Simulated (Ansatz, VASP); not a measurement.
Two plane-wave programs on MgO

File INCAR:

```
PREC = Accurate
ENCUT = 600
EDIFF = 1E-6
ISMEAR = 0
SIGMA = 0.05
LREAL = F
LASPH = T
NELM = 120
ALGO = Normal
ISIF = 2
LWAVE = F
LCHARG = F
GGA = PE
NBANDS = 11
GGA_COMPAT = F
```

KPOINTS

```
regular mesh
0
Gamma
  10 10 10
```

POSCAR

```
MgO
1.0
    0.0000000000      2.1803991440      2.1803991440
    2.1803991440      0.0000000000      2.1803991440
    2.1803991440      2.1803991440      0.0000000000
Mg O
1 1
Direct
    0.0000000000      0.0000000000      0.0000000000
    0.5000000000      0.5000000000      0.5000000000
```

Input for Ansatz:

```yaml
crystal:
  lattice:
    - [0.0, 2.180399144, 2.180399144]
    - [2.180399144, 0.0, 2.180399144]
    - [2.180399144, 2.180399144, 0.0]
  atoms:
    - { symbol: Mg, position: [0.0, 0.0, 0.0] }
    - { symbol: O, position: [0.5, 0.5, 0.5] }
basis:
  ecutwfc: 520.0
kpoints:
  mp_grid: { grid: [10, 10, 10] }
hamiltonian:
  xc: pbe
  pseudopotentials: { kind: paw, azcp: { folder: soft_1 } }
scf:
  occupations: { method: gaussian, width: 0.05 }
output:
  forces: true
  stress: true
  eigenvalues: true
```

Change from the starting cell: mode 6 frozen in at -0.000 Å, equal normal strain along x, y and z +0.0250.

Alike in both runs: task single point; functional PBE; k mesh 10 × 10 × 10; occupations gaussian, width 0.05 eV; no spin polarisation.

```csv
,VASP,Ansatz
version,VASP 6.6.1,Ansatz 0.2.0
potentials or method,"VASP PAW PBE potentials, release 64 (Mg, O), cutoff 600 eV","scalar-relativistic, plane waves, PAW"
valence electrons in the cell,8,16
```

```tsv
	VASP	Ansatz	Ansatz less VASP
gap on the k mesh at the Fermi level (eV)	3.78	3.80	+0.020
least direct gap on the mesh (eV)	3.78	3.80	+0.020
pressure (GPa)	-10.5	-9.5	+1.00
```

The functional is the same, so the differences come from potentials, cutoffs and numerics. VASP's potentials hold 8 valence electrons a cell and Ansatz's 16, so a difference there can come from the potentials and not from the codes.
